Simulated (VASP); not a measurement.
# SnSe in VASP: further runs

SnSe is run at these levels: LDA, PBEsol, r2SCAN; tasks: single point.

Program: VASP 6.6.1. These are calculated values, not measurements. Logs are shortened: lines on timing, memory, paths and dates and some standing lists are left out, and cuts for length are marked.

## Step 1: The cell of the first run

The cell holds a slab with vacuum, 4 atoms: a = 4.285 Å, b = 4.285 Å, c = 10.991 Å, α = 90.00°, β = 90.00°, γ = 90.00°.

## Step 2: Single point, LDA

Input file INCAR:

```
SYSTEM = SnSe
PREC = Accurate
ENCUT = 520
EDIFF = 1E-6
ISMEAR = 0
SIGMA = 0.1
LREAL = .FALSE.
LASPH = .TRUE.
NELM = 80
ALGO = Normal
ISIF = 2
LWAVE = .FALSE.
LCHARG = .FALSE.
NBANDS = 28
```

Input file KPOINTS:

```
Automatic mesh
0
G
  6 6 2
  0 0 0
```

Input file POSCAR:

```
SnSe
1.0
    4.2853270000      0.0000000000      0.0000000000
    0.0000000000      4.2853270000      0.0000000000
    0.0000000000      0.0000000000     10.9906920000
Sn Se
2 2
Direct
    0.5000000000      0.0000000000      0.3722290000
    1.0000000000      0.5000000000      0.6277710000
    0.5000000000      0.0000000000      0.6160390000
    1.0000000000      0.5000000000      0.3839610000
```

Potentials or basis: VASP PAW LDA potentials, release 64 (Sn_d, Se).

On the command line:

```sh
> cat potpaw_LDA.64/Sn_d/POTCAR potpaw_LDA.64/Se/POTCAR > POTCAR
> mpirun -np 1 vasp_std > vasp.out
```

OUTCAR:

```text
SYSTEM = SnSe
   PREC = Accurate
   ENCUT = 520
   EDIFF = 1E-6
   ISMEAR = 0
   LREAL = .FALSE.
   LASPH = .TRUE.
   NELM = 80
   ISIF = 2

 ion  position               nearest neighbor table
   1  0.500  0.000  0.372-   3 2.68   4 3.03   4 3.03   4 3.03   4 3.03
   2  0.000  0.500  0.628-   4 2.68   3 3.03   3 3.03   3 3.03   3 3.03
   3  0.500  0.000  0.616-   1 2.68   2 3.03   2 3.03   2 3.03   2 3.03
   4  0.000  0.500  0.384-   2 2.68   1 3.03   1 3.03   1 3.03   1 3.03

  LATTYP: Found a simple tetragonal cell.
 ALAT       =     4.2853270000
 C/A-ratio  =     2.5647265658

  Lattice vectors:

 A1 = (   4.2853270000,   0.0000000000,   0.0000000000)
 A2 = (   0.0000000000,   4.2853270000,   0.0000000000)
 A3 = (   0.0000000000,   0.0000000000,  10.9906920000)

Analysis of symmetry for initial positions (statically):
=====================================================================
 Subroutine PRICEL returns:
 Original cell was already a primitive cell.

 Routine SETGRP: Setting up the symmetry group for a
 simple tetragonal supercell.

 Subroutine GETGRP returns: Found 16 space group operations
 (whereof  8 operations were pure point group operations)
 out of a pool of 16 trial point group operations.

The static configuration has the point symmetry D_2d.
 The point group associated with its full space group is D_4h.

Analysis of symmetry for dynamics (positions and initial velocities):
=====================================================================
 Subroutine PRICEL returns:
 Original cell was already a primitive cell.

 Routine SETGRP: Setting up the symmetry group for a
 simple tetragonal supercell.

 Subroutine GETGRP returns: Found 16 space group operations
 (whereof  8 operations were pure point group operations)
 out of a pool of 16 trial point group operations.

The dynamic configuration has the point symmetry D_2d.
 The point group associated with its full space group is D_4h.

 Subroutine INISYM returns: Found 16 space group operations
 (whereof  8 operations are pure point group operations),
 and found     1 'primitive' translations

----------------------------------------------------------------------------------------

                                     Primitive cell

  volume of cell :     201.8334

  direct lattice vectors                    reciprocal lattice vectors
     4.285327000  0.000000000  0.000000000     0.233354421  0.000000000  0.000000000
     0.000000000  4.285327000  0.000000000     0.000000000  0.233354421  0.000000000
     0.000000000  0.000000000 10.990692000     0.000000000  0.000000000  0.090986082

  length of vectors
     4.285327000  4.285327000 10.990692000     0.233354421  0.233354421  0.090986082

  position of ions in fractional coordinates (direct lattice)
     0.500000000  0.000000000  0.372229000
     0.000000000  0.500000000  0.627771000
     0.500000000  0.000000000  0.616039000
     0.000000000  0.500000000  0.383961000

  ion indices of the primitive-cell ions
   primitive index   ion index
                 1           1
                 2           2
                 3           3
                 4           4

----------------------------------------------------------------------------------------

 KPOINTS: Automatic mesh

Automatic generation of k-mesh.
 Grid dimensions read from file:
 generate k-points for:    6    6    2

 Generating k-lattice:

  Cartesian coordinates                     Fractional coordinates (reciprocal lattice)
     0.038892403  0.000000000  0.000000000     0.166666667  0.000000000  0.000000000
     0.000000000  0.038892403  0.000000000     0.000000000  0.166666667  0.000000000
     0.000000000  0.000000000  0.045493041     0.000000000  0.000000000  0.500000000

  Length of vectors
     0.038892403  0.038892403  0.045493041

  Shift w.r.t. Gamma in fractional coordinates (k-lattice)
     0.000000000  0.000000000  0.000000000

 Subroutine IBZKPT returns following result:
 ===========================================

 Found     20 irreducible k-points:

 Following reciprocal coordinates:
            Coordinates               Weight
  0.000000  0.000000  0.000000      1.000000
  0.166667  0.000000  0.000000      4.000000
  0.333333  0.000000  0.000000      4.000000
  0.500000  0.000000  0.000000      2.000000
  0.166667  0.166667  0.000000      4.000000
  0.333333  0.166667  0.000000      8.000000
[... 12 lines left out ...]
  0.500000  0.333333  0.500000      4.000000
  0.500000  0.500000  0.500000      1.000000
   k-points           NKPTS =     20   k-points in BZ     NKDIM =     20   number of bands    NBANDS=     28
   number of dos      NEDOS =    301   number of ions     NIONS =      4
   total plane-waves  NPLWV =  86016
   dimension x,y,z NGX =    32 NGY =   32 NGZ =   84
   dimension x,y,z NGXF=    64 NGYF=   64 NGZF=  168
   ions per type =               2   2
   NGX,Y,Z   is equivalent  to a cutoff of  12.41, 12.41, 12.71 a.u.
   NGXF,Y,Z  is equivalent  to a cutoff of  24.83, 24.83, 25.41 a.u.
 SYSTEM =  SnSe
   PREC   = accura    normal or accurate (medium, high low for compatibility)
   ISTART =      0    job   : 0-new  1-cont  2-samecut
   ICHARG =      2    charge: 1-file 2-atom 10-const
   ISPIN  =      1    spin polarized calculation?
   LNONCOLLINEAR =      F non collinear calculations
   LSORBIT =      F    spin-orbit coupling
   LASPH  =      T    aspherical Exc in radial PAW
   ENCUT  =  520.0 eV  38.22 Ry    6.18 a.u.   7.97  7.97 20.44*2*pi/ulx,y,z
   NELM   =     80;   NELMIN=  2; NELMDL= -5     # of ELM steps
   EDIFF  = 0.1E-05   stopping-criterion for ELM
   LREAL  =      F    real-space projection
   EDIFFG = 0.1E-04   stopping-criterion for IOM
   NSW    =      0    number of steps for IOM
   IBRION =     -1    ionic relax: 0-MD 1-quasi-New 2-CG
   NFREE  =      0    steps in history (QN), initial steepest desc. (CG)
   ISIF   =      2    stress and relaxation
   ISYM   =      2    0-nonsym 1-usesym 2-fastsym
   POTIM  = 0.5000    time-step for ionic-motion
   TEBEG  =    0.0;   TEEND  =   0.0 temperature during run
   PSTRESS=    0.0 pullay stress
   NELECT =      40.0000    total number of electrons
   NUPDOWN=      -1.0000    fix difference up-down
   EMIN   =  10.00;   EMAX   =-10.00  energy-range for DOS
   EFERMI =   0.00;   METHOD = LEGACY
   ISMEAR =     0;   SIGMA  =   0.10  broadening in eV -4-tet -1-fermi 0-gaus
   EFERMI_NEDOS =   21; number of points for ismear=-14 and -15
   IALGO  =     38    algorithm
   IMIX   =      4    mixing-type and parameters
     AMIX     =   0.40;   BMIX     =  1.00
     AMIX_MAG =   1.60;   BMIX_MAG =  1.00
  volume/ion in A,a.u.               =      50.46       340.51
  Fermi-wavevector in a.u.,A,eV,Ry     =   0.954473  1.803693 12.395173  0.911020
  Thomas-Fermi vector in A             =   2.083223
   LORBIT       =      0    0 simple, 1 ext, 2 COOP (PROOUT), +10 PAW based schemes
   GGA     = CA    functional components
   LHFCALC =     F    Hartree Fock is set to
   AEXX    =    0.0000 exact exchange contribution
   IVDW    =     0    specifies the selected vdW correction
   LEPSILON=     F    determine dielectric tensor
   LRPA    =     F    only Hartree local field effects (RPA)
 non-spin polarized calculation
 Gauss-broadening in eV      SIGMA  =   0.10
  energy-cutoff  :      520.00
  volume of cell :      201.83
 maximum number of plane-waves:      5480
 NGX is ok and might be reduce to    32
   NGX = 15   NGY = 15   NGZ = 41

 number of electron      40.0000017 magnetization

 Free energy of the ion-electron system (eV)
  ---------------------------------------------------
  ext. energy  EPLUGINS =         0.00000000
  ---------------------------------------------------
  free energy    TOTEN  =       -18.43194972 eV

  energy without entropy =      -18.43194972  energy(sigma->0) =      -18.43194972

 E-fermi :   0.8488     XC(G=0):  -6.2348

 val. band max:        0.3956791148   @ k =   0.3333   0.0000   0.5000
 cond. band min:       1.8487904343   @ k =   0.3333   0.0000   0.5000
 fundamental gap:      1.4531113195
 Fermi energy:         0.8488005571

 k-point     1 :       0.0000    0.0000    0.0000
  band No.  band energies     occupation
      1     -20.5589      2.00000
      2     -20.5536      2.00000
      3     -20.5533      2.00000
      4     -20.5518      2.00000
      5     -20.5465      2.00000
      6     -20.5233      2.00000
[... 20 lines left out ...]
     27       6.1035      0.00000
     28       6.1161      0.00000

 k-point     2 :       0.1667    0.0000    0.0000
  band No.  band energies     occupation
      1     -20.5565      2.00000
      2     -20.5551      2.00000
      3     -20.5514      2.00000
      4     -20.5492      2.00000
      5     -20.5481      2.00000
      6     -20.5235      2.00000
[... 20 lines left out ...]
     27       5.6964      0.00000
     28       5.7699      0.00000

 k-point     3 :       0.3333    0.0000    0.0000
  band No.  band energies     occupation
      1     -20.5579      2.00000
      2     -20.5546      2.00000
      3     -20.5521      2.00000
      4     -20.5486      2.00000
      5     -20.5386      2.00000
      6     -20.5250      2.00000
[... 20 lines left out ...]
     27       5.4395      0.00000
     28       6.9345      0.00000

 k-point     4 :       0.5000    0.0000    0.0000
  band No.  band energies     occupation
      1     -20.5582      2.00000
      2     -20.5582      2.00000
      3     -20.5487      2.00000
      4     -20.5487      2.00000
      5     -20.5297      2.00000
      6     -20.5297      2.00000
[... 454 lines left out ...]
     27       6.3189      0.00000
     28       6.5338      0.00000

 k-point    19 :       0.5000    0.3333    0.5000
  band No.  band energies     occupation
      1     -20.5714      2.00000
      2     -20.5714      2.00000
      3     -20.5393      2.00000
      4     -20.5393      2.00000
      5     -20.5243      2.00000
      6     -20.5243      2.00000
[... 20 lines left out ...]
     27       6.0962      0.00000
     28       6.0962      0.00000

 k-point    20 :       0.5000    0.5000    0.5000
  band No.  band energies     occupation
      1     -20.5753      2.00000
      2     -20.5753      2.00000
      3     -20.5366      2.00000
      4     -20.5366      2.00000
      5     -20.5217      2.00000
      6     -20.5217      2.00000
[... 20 lines left out ...]
     27       6.8577      0.00000
     28       6.8577      0.00000

------------------------ aborting loop because EDIFF is reached ----------------------------------------

  FORCE on cell =-STRESS in cart. coord.  units (eV):
  Direction    XX          YY          ZZ          XY          YZ          ZX
  --------------------------------------------------------------------------------------
  -------------------------------------------------------------------------------------
  Total       -2.2027280     -2.2027280     -0.7018551      0.0000000      0.0000000      0.0000000
  in kB      -17.4855171    -17.4855171     -5.5714092      0.0000000      0.0000000      0.0000000
  external PRESSURE =     -13.5141478 kB  Pullay stress =       0.0000000 kB

 VOLUME and BASIS-vectors are now :
 -----------------------------------------------------------------------------
  energy-cutoff  :      520.00
  volume of cell :      201.83
      direct lattice vectors                 reciprocal lattice vectors
     4.285327000  0.000000000  0.000000000     0.233354421  0.000000000  0.000000000
     0.000000000  4.285327000  0.000000000     0.000000000  0.233354421  0.000000000
     0.000000000  0.000000000 10.990692000     0.000000000  0.000000000  0.090986082

 POSITION                                       TOTAL-FORCE (eV/Angst)
 -----------------------------------------------------------------------------------
      2.14266      0.00000      4.09105         0.000000      0.000000      0.219816
      0.00000      2.14266      6.89964        -0.000000      0.000000     -0.219816
      2.14266      0.00000      6.77069         0.000000      0.000000     -0.021700
      0.00000      2.14266      4.22000        -0.000000      0.000000      0.021700
 -----------------------------------------------------------------------------------
    total drift:                                0.000000      0.000000     -0.000000

  FREE ENERGIE OF THE ION-ELECTRON SYSTEM (eV)
  ---------------------------------------------------
  free  energy   TOTEN  =       -18.4319497248 eV

  energy  without entropy=      -18.4319497248  energy(sigma->0) =      -18.43194972
```

It took 60 s on 1 thread of Intel Xeon Platinum 8488C (Sapphire Rapids), shared host; peak memory 0.28 GiB.

Results:

```
Free energy            : -18.4319 eV
Largest force          : 0.220 eV/Å
Band gap on the k mesh : 1.45 eV, direct
```

Forces on the atoms (eV/Å):
```
Sn   0.000  0.000  0.220
Sn   0.000  0.000 -0.220
Se   0.000  0.000 -0.022
Se   0.000  0.000  0.022
```

Levels at points of the mesh, in eV from the valence-band top:
```tsv
k point	band 16	band 17	band 18	band 19	band 20	band 21	band 22	band 23	band 24	band 25
(0.00, 0.00, 0.00)	-2.94	-2.94	-1.60	-1.60	-0.20	1.65	3.83	3.84	4.40	4.40
(0.50, 0.00, 0.00)	-2.19	-1.41	-1.41	-0.19	-0.19	1.54	1.54	2.10	2.10	3.16
(0.50, 0.50, 0.00)	-4.69	-3.12	-3.12	-1.59	-1.59	3.71	3.71	4.74	4.74	4.96
(0.00, 0.00, 0.50)	-2.94	-2.94	-1.60	-1.60	-0.20	1.51	3.83	4.40	4.40	4.73
(0.50, 0.00, 0.50)	-2.19	-1.41	-1.41	-0.19	-0.19	1.54	1.54	2.10	2.10	3.09
(0.50, 0.50, 0.50)	-4.69	-3.12	-3.12	-1.59	-1.59	3.67	3.67	4.80	4.80	4.93
```

Caveat: spin-orbit coupling is left out, which moves the levels of the heavy elements.

## Step 3: Single point, PBEsol

Input file INCAR:

```
PREC = Accurate
ENCUT = 520
EDIFF = 1E-7
ISMEAR = 0
SIGMA = 0.1
LREAL = False
LASPH = True
NELM = 60
ALGO = Normal
ISIF = 2
LWAVE = False
LCHARG = False
GGA = PS
NBANDS = 28
```

Input file KPOINTS:

```
Automatic mesh
0
Gamma
  6 6 2
```

POSCAR is that of step 2.

Potentials or basis: VASP PAW PBE potentials, release 64 (Sn_d, Se).

On the command line:

```sh
> cat potpaw_PBE.64/Sn_d/POTCAR potpaw_PBE.64/Se/POTCAR > POTCAR
> mpirun -np 1 vasp_std > vasp.out
```

OUTCAR:

```text
PREC = Accurate
   ENCUT = 520
   EDIFF = 1E-7
   ISMEAR = 0
   LREAL = False
   LASPH = True
   NELM = 60
   ISIF = 2
   GGA = PS

 ion  position               nearest neighbor table
   1  0.500  0.000  0.372-   3 2.68   4 3.03   4 3.03   4 3.03   4 3.03
   2  0.000  0.500  0.628-   4 2.68   3 3.03   3 3.03   3 3.03   3 3.03
   3  0.500  0.000  0.616-   1 2.68   2 3.03   2 3.03   2 3.03   2 3.03
   4  0.000  0.500  0.384-   2 2.68   1 3.03   1 3.03   1 3.03   1 3.03

  LATTYP: Found a simple tetragonal cell.
 ALAT       =     4.2853270000
[... 815 lines left out ...]
  --------------------------------------------------------------------------------------
  -------------------------------------------------------------------------------------
  Total       -1.2236187     -1.2236187     -0.0609700      0.0000000      0.0000000      0.0000000
  in kB       -9.7132309     -9.7132309     -0.4839875      0.0000000      0.0000000      0.0000000
  external PRESSURE =      -6.6368164 kB  Pullay stress =       0.0000000 kB

 VOLUME and BASIS-vectors are now :
 -----------------------------------------------------------------------------
  energy-cutoff  :      520.00
  volume of cell :      201.83
      direct lattice vectors                 reciprocal lattice vectors
     4.285327000  0.000000000  0.000000000     0.233354421  0.000000000  0.000000000
     0.000000000  4.285327000  0.000000000     0.000000000  0.233354421  0.000000000
     0.000000000  0.000000000 10.990692000     0.000000000  0.000000000  0.090986082

 POSITION                                       TOTAL-FORCE (eV/Angst)
 -----------------------------------------------------------------------------------
      2.14266      0.00000      4.09105        -0.000000      0.000000      0.094067
      0.00000      2.14266      6.89964         0.000000      0.000000     -0.094067
      2.14266      0.00000      6.77069         0.000000      0.000000      0.091773
      0.00000      2.14266      4.22000         0.000000     -0.000000     -0.091773
 -----------------------------------------------------------------------------------
    total drift:                                0.000000      0.000000     -0.000000

  FREE ENERGIE OF THE ION-ELECTRON SYSTEM (eV)
  ---------------------------------------------------
  free  energy   TOTEN  =       -17.5710977934 eV

  energy  without entropy=      -17.5710977934  energy(sigma->0) =      -17.57109779
```

Wall time 65 s (1 thread of Intel Xeon Platinum 8488C (Sapphire Rapids), shared host); peak memory 0.32 GiB.

Results:

- Free energy: -17.5711 eV
- Largest force: 0.094 eV/Å
- Band gap on the k mesh: 1.46 eV, direct

Forces in eV/Å, atoms in the order of the input:
```
Sn   0.000  0.000  0.094
Sn   0.000  0.000 -0.094
Se   0.000  0.000  0.092
Se   0.000  0.000 -0.092
```

Caveat: the PAW data sets were made with another functional, which shifts forces and pressure a little; spin-orbit coupling is left out, which moves the levels of the heavy elements.

(Continued in part 2 of 2.)
